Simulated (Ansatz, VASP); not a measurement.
One calculation of SnO2, two programs

```
CELL_PARAMETERS angstrom
1.63215 0.94232 4.64557
-1.63215 0.94232 4.64557
0.00000 -1.88464 4.64557
ATOMIC_POSITIONS crystal
Sn 0.50000 0.50000 0.50000
O 0.24144 0.24144 0.24144
O 0.75856 0.75856 0.75856
```

Alike in both runs: task single point; functional PBEsol; k mesh 12 × 12 × 12; occupations gaussian, width 0.05 eV; no spin polarisation.

|  | VASP | Ansatz |
| --- | --- | --- |
| version | VASP 6.6.1 | Ansatz 0.2.0 |
| potentials or method | VASP PAW PBE potentials, release 64 (Sn_d, O), cutoff 520 eV | scalar-relativistic, plane waves, PAW |
| valence electrons in the cell | 26 | 26 |

|  | VASP | Ansatz | Ansatz less VASP |
| --- | --- | --- | --- |
| gap on the k mesh at the Fermi level (eV) | 1.47 | 1.49 | +0.019 |
| least direct gap on the mesh (eV) | 1.49 | 1.51 | +0.017 |
| pressure (GPa) | -9.4 | -9.9 | -0.54 |
| traceless stress, the component that is largest in VASP (GPa) | 1.81 | 2.18 | +0.371 |
| rms of the force components (eV/Å) | 0.401 | 0.426 | +0.0247 |

VASP's potentials were made for PBE, not for PBEsol, and Ansatz warns of the same on its side. Atom by atom the forces differ by 0.025 eV/Å (rms over components).
